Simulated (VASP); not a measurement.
Ga: single point with RPBE

Ga:

```
Ga
1.0
    -1.46432    1.46432    2.29051
     1.46432   -1.46432    2.29051
     1.46432    1.46432   -2.29051
Ga
1
Direct
  0.00000 0.00000 0.00000
```

| Property | Result |
| --- | --- |
| Program | VASP 6.6.1 |
| Task | single point |
| Functional | RPBE |
| Potentials or basis | VASP PAW PBE potentials, release 64 (Ga_d) |
| Cutoff | 520 eV |
| k mesh | 13 × 13 × 13 |
| Occupations | fermi-dirac, width 0.05 eV |
| Spin | no spin polarisation |

The pressure is 0.1 GPa and the band gap on the k mesh is zero (an odd number of electrons rules out a gap without spin polarisation).

Levels at points of the mesh, in eV from the Fermi level:
```tsv
k point	band 3	band 4	band 5	band 6	band 7	band 8	band 9	band 10
(0.00, 0.00, 0.00)	-14.79	-14.76	-14.67	-10.65	11.92	11.92	11.95	15.50
```

Run time: 66 s on 1 thread of AMD EPYC 7R13 (shared host), peak memory 0.14 GiB.

Caveat: the PAW data sets were made with another functional, which shifts forces and pressure a little.
